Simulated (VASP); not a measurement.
# InO in VASP: notebook, part 2 of 2

VASP 6.6.1. The steps go on from the part before.

**3. Single point, r2SCAN**

The input, POSCAR:

```
InO
1.0
    3.4536138013      0.0000000000      0.0000000000
   -1.7268069007      2.9909172868      0.0000000000
    0.0000000000      0.0000000000     15.8771000000
In O
2 2
Direct
    0.6666666667      0.3333333333      0.5900210000
    0.6666666667      0.3333333333      0.4099790000
    0.0000000000      0.0000000000      0.6398670000
    0.0000000000      0.0000000000      0.3601330000
```

The input, INCAR.step1:

```
SYSTEM = InO
ALGO     = Normal         ! electronic algorithm
EDIFF    = 1E-4           ! SCF threshold, eV
ENCUT    = 520            ! plane-wave cutoff, eV
GGA      = PE             ! functional
ISMEAR   = 0              ! smearing method
LASPH    = .True.         ! aspherical terms in the spheres
LCHARG   = .False.        ! write CHGCAR
LREAL    = .False.        ! projectors in reciprocal space
LWAVE    = .True.         ! write WAVECAR
NBANDS   = 27             ! bands
NELM     = 100            ! most SCF steps
PREC     = Accurate       ! precision mode
SIGMA    = 0.05           ! smearing width, eV
```

The input, INCAR.step2:

```
SYSTEM = InO
ALGO     = Normal         ! electronic algorithm
EDIFF    = 1E-6           ! SCF threshold, eV
ENCUT    = 520            ! plane-wave cutoff, eV
ISIF     = 2              ! what is computed and relaxed
ISMEAR   = 0              ! smearing method
ISTART   = 1            
LASPH    = .True.         ! aspherical terms in the spheres
LCHARG   = .True.         ! write CHGCAR
LELF     = .True.         ! ELF
LMIXTAU  = .True.       
LREAL    = .False.        ! projectors in reciprocal space
LVHAR    = .True.       
LWAVE    = .False.        ! write WAVECAR
METAGGA  = R2SCAN         ! meta-GGA
NBANDS   = 27             ! bands
NELM     = 100            ! most SCF steps
PREC     = Accurate       ! precision mode
SIGMA    = 0.05           ! smearing width, eV
```

The input, KPOINTS:

```
k-points
0
Gamma
  12 12 2
  0 0 0
```

Potentials or basis: VASP PAW PBE potentials, release 64 (In_d, O).

Command:

```bash
cat potpaw_PBE.64/In_d/POTCAR potpaw_PBE.64/O/POTCAR > POTCAR
cp INCAR.step1 INCAR
mpirun -np 1 vasp_std > vasp.out
cp INCAR.step2 INCAR
mpirun -np 1 vasp_std > vasp.out
```

OUTCAR:

```text
SYSTEM = InO
   EDIFF = 1E-6
   ENCUT = 520
   ISIF = 2
   ISMEAR = 0
   ISTART = 1
   LASPH = .True.
   LREAL = .False.
   METAGGA = R2SCAN
   NELM = 100
   PREC = Accurate

 ion  position               nearest neighbor table
   1  0.667  0.333  0.590-   3 2.15   3 2.15   3 2.15   2 2.86
   2  0.667  0.333  0.410-   4 2.15   4 2.15   4 2.15   1 2.86
   3  0.000  0.000  0.640-   1 2.15   1 2.15   1 2.15
   4  0.000  0.000  0.360-   2 2.15   2 2.15   2 2.15

  LATTYP: Found a hexagonal cell.
 ALAT       =     3.4536138013
 C/A-ratio  =     4.5972424577

  Lattice vectors:

 A1 = (   3.4536138013,   0.0000000000,   0.0000000000)
 A2 = (  -1.7268069007,   2.9909172868,   0.0000000000)
 A3 = (   0.0000000000,   0.0000000000,  15.8771000000)

Analysis of symmetry for initial positions (statically):
=====================================================================
 Subroutine PRICEL returns:
 Original cell was already a primitive cell.

 Routine SETGRP: Setting up the symmetry group for a
 hexagonal supercell.

 Subroutine GETGRP returns: Found 12 space group operations
 (whereof 12 operations were pure point group operations)
 out of a pool of 24 trial point group operations.

The static configuration has the point symmetry D_3h.

Analysis of symmetry for dynamics (positions and initial velocities):
=====================================================================
 Subroutine PRICEL returns:
 Original cell was already a primitive cell.

 Routine SETGRP: Setting up the symmetry group for a
 hexagonal supercell.

 Subroutine GETGRP returns: Found 12 space group operations
 (whereof 12 operations were pure point group operations)
 out of a pool of 24 trial point group operations.

The dynamic configuration has the point symmetry D_3h.

 Subroutine INISYM returns: Found 12 space group operations
 (whereof 12 operations are pure point group operations),
 and found     1 'primitive' translations

----------------------------------------------------------------------------------------

                                     Primitive cell

  volume of cell :     164.0021

  direct lattice vectors                    reciprocal lattice vectors
     3.453613801  0.000000000  0.000000000     0.289551773  0.167172794  0.000000000
    -1.726806901  2.990917287  0.000000000     0.000000000  0.334345588  0.000000000
     0.000000000  0.000000000 15.877100000     0.000000000  0.000000000  0.062983794

  length of vectors
     3.453613801  3.453613801 15.877100000     0.334345588  0.334345588  0.062983794

  position of ions in fractional coordinates (direct lattice)
     0.666666667  0.333333333  0.590021000
     0.666666667  0.333333333  0.409979000
     0.000000000  0.000000000  0.639867000
     0.000000000  0.000000000  0.360133000

  ion indices of the primitive-cell ions
   primitive index   ion index
                 1           1
                 2           2
                 3           3
                 4           4

----------------------------------------------------------------------------------------

 KPOINTS: k-points

Automatic generation of k-mesh.
 Grid dimensions read from file:
 generate k-points for:   12   12    2

 Generating k-lattice:

  Cartesian coordinates                     Fractional coordinates (reciprocal lattice)
     0.024129314  0.013931066  0.000000000     0.083333333  0.000000000  0.000000000
     0.000000000  0.027862132  0.000000000     0.000000000  0.083333333  0.000000000
     0.000000000  0.000000000  0.031491897     0.000000000  0.000000000  0.500000000

  Length of vectors
     0.027862132  0.027862132  0.031491897

  Shift w.r.t. Gamma in fractional coordinates (k-lattice)
     0.000000000  0.000000000  0.000000000

 Subroutine IBZKPT returns following result:
 ===========================================

 Found     38 irreducible k-points:

 Following reciprocal coordinates:
            Coordinates               Weight
  0.000000  0.000000  0.000000      1.000000
  0.083333  0.000000  0.000000      6.000000
  0.166667  0.000000  0.000000      6.000000
  0.250000  0.000000  0.000000      6.000000
  0.333333  0.000000  0.000000      6.000000
  0.416667  0.000000  0.000000      6.000000
[... 16 lines left out ...]
  0.250000  0.000000  0.500000      6.000000
  0.333333  0.000000  0.500000      6.000000
 [... further k-points ...]
   k-points           NKPTS =     38   k-points in BZ     NKDIM =     38   number of bands    NBANDS=     27
   number of dos      NEDOS =    301   number of ions     NIONS =      4
   total plane-waves  NPLWV =  94080
   dimension x,y,z NGX =    28 NGY =   28 NGZ =  120
   dimension x,y,z NGXF=    56 NGYF=   56 NGZF=  240
   ions per type =               2   2
   NGX,Y,Z   is equivalent  to a cutoff of  13.48, 13.48, 12.56 a.u.
   NGXF,Y,Z  is equivalent  to a cutoff of  26.96, 26.96, 25.13 a.u.
 SYSTEM =  InO
   PREC   = accura    normal or accurate (medium, high low for compatibility)
   ISTART =      1    job   : 0-new  1-cont  2-samecut
   ICHARG =      0    charge: 1-file 2-atom 10-const
   ISPIN  =      1    spin polarized calculation?
   LNONCOLLINEAR =      F non collinear calculations
   LSORBIT =      F    spin-orbit coupling
   LASPH  =      T    aspherical Exc in radial PAW
   ENCUT  =  520.0 eV  38.22 Ry    6.18 a.u.   6.42  6.42 29.52*2*pi/ulx,y,z
   NELM   =    100;   NELMIN=  2; NELMDL=  0     # of ELM steps
   EDIFF  = 0.1E-05   stopping-criterion for ELM
   LREAL  =      F    real-space projection
[... 7 lines left out ...]
   TEBEG  =    0.0;   TEEND  =   0.0 temperature during run
   PSTRESS=    0.0 pullay stress
   NELECT =      38.0000    total number of electrons
   NUPDOWN=      -1.0000    fix difference up-down
   EMIN   =  10.00;   EMAX   =-10.00  energy-range for DOS
   EFERMI =   0.00;   METHOD = LEGACY
   ISMEAR =     0;   SIGMA  =   0.05  broadening in eV -4-tet -1-fermi 0-gaus
   EFERMI_NEDOS =   21; number of points for ismear=-14 and -15
   IALGO  =     38    algorithm
   IMIX   =      4    mixing-type and parameters
     AMIX     =   0.40;   BMIX     =  1.00
     AMIX_MAG =   1.60;   BMIX_MAG =  1.00
  volume/ion in A,a.u.               =      41.00       276.69
  Fermi-wavevector in a.u.,A,eV,Ry     =   1.005510  1.900138 13.756166  1.011050
  Thomas-Fermi vector in A             =   2.138194
   LORBIT       =      0    0 simple, 1 ext, 2 COOP (PROOUT), +10 PAW based schemes
   METAGGA = R2SCAN    functional components
   LHFCALC =     F    Hartree Fock is set to
   AEXX    =    0.0000 exact exchange contribution
   IVDW    =     0    specifies the selected vdW correction
   LEPSILON=     F    determine dielectric tensor
   LRPA    =     F    only Hartree local field effects (RPA)
 non-spin polarized calculation
 Gauss-broadening in eV      SIGMA  =   0.05
  energy-cutoff  :      520.00
  volume of cell :      164.00
 maximum number of plane-waves:      4451
 NGX is ok and might be reduce to    28
   NGX = 13   NGY = 13   NGZ = 59

 number of electron      37.9999988 magnetization

 Free energy of the ion-electron system (eV)
  ---------------------------------------------------
  ext. energy  EPLUGINS =         0.00000000
  ---------------------------------------------------
  free energy    TOTEN  =       -62.09140059 eV

  energy without entropy =      -62.09140059  energy(sigma->0) =      -62.09140059

 E-fermi :  -1.6632     XC(G=0):  -4.9657

 val. band max:       -1.8989219240   @ k =   0.3333   0.3333   0.5000
 cond. band min:      -1.1913887425   @ k =   0.0000   0.0000   0.5000
 fundamental gap:      0.7075331815
 Fermi energy:        -1.6632411747

 k-point     1 :       0.0000    0.0000    0.0000
  band No.  band energies     occupation
      1     -20.5833      2.00000
      2     -20.5655      2.00000
      3     -15.8789      2.00000
      4     -15.8789      2.00000
      5     -15.8311      2.00000
      6     -15.8311      2.00000
[... 19 lines left out ...]
     26       8.0221      0.00000
     27       8.0221      0.00000
[... 661 lines left out ...]
 k-point    24 :       0.3333    0.0000    0.5000
  band No.  band energies     occupation
      1     -20.4926      2.00000
      2     -20.4829      2.00000
      3     -15.8849      2.00000
      4     -15.7488      2.00000
      5     -15.7019      2.00000
      6     -15.6313      2.00000
[... 19 lines left out ...]
     26       7.1553      0.00000
     27       7.5293      0.00000

 [... further k-points ...]

------------------------ aborting loop because EDIFF is reached ----------------------------------------

  FORCE on cell =-STRESS in cart. coord.  units (eV):
  Direction    XX          YY          ZZ          XY          YZ          ZX
  --------------------------------------------------------------------------------------
  -------------------------------------------------------------------------------------
  Total       -1.8408998     -1.8408998     -1.0349738      0.0000000     -0.0000000      0.0000000
  in kB      -17.9842106    -17.9842106    -10.1109179      0.0000000     -0.0000000      0.0000000
  external PRESSURE =     -15.3597797 kB  Pullay stress =       0.0000000 kB

 VOLUME and BASIS-vectors are now :
 -----------------------------------------------------------------------------
  energy-cutoff  :      520.00
  volume of cell :      164.00
      direct lattice vectors                 reciprocal lattice vectors
     3.453613801  0.000000000  0.000000000     0.289551773  0.167172794  0.000000000
    -1.726806901  2.990917287  0.000000000     0.000000000  0.334345588  0.000000000
     0.000000000  0.000000000 15.877100000     0.000000000  0.000000000  0.062983794

 POSITION                                       TOTAL-FORCE (eV/Angst)
 -----------------------------------------------------------------------------------
      1.72681      0.99697      9.36782         0.000000      0.000000      0.204868
      1.72681      0.99697      6.50928         0.000000     -0.000000     -0.204868
      0.00000      0.00000     10.15923        -0.000000     -0.000000     -0.343467
      0.00000      0.00000      5.71787        -0.000000     -0.000000      0.343467
 -----------------------------------------------------------------------------------
    total drift:                               -0.000010      0.000006      0.000000

  FREE ENERGIE OF THE ION-ELECTRON SYSTEM (eV)
  ---------------------------------------------------
  free  energy   TOTEN  =       -62.0914005933 eV

  energy  without entropy=      -62.0914005933  energy(sigma->0) =      -62.09140059
```

Wall time 27 min (1 thread of Intel Xeon 8259CL, shared host); peak memory 0.42 GiB.

Results:

```yaml
Free_energy: -62.0914 eV
Largest_force: 0.343 eV/Å
Band_gap_on_the_k_mesh: 0.71 eV (least direct gap 1.44 eV)
```

Forces on the atoms (eV/Å):
```
In   0.000  0.000  0.205
In   0.000  0.000 -0.205
O    0.000  0.000 -0.343
O    0.000  0.000  0.343
```

Caveat: the PAW data sets were made with another functional, which shifts forces and pressure a little; spin-orbit coupling is left out, which moves the levels of the heavy elements.
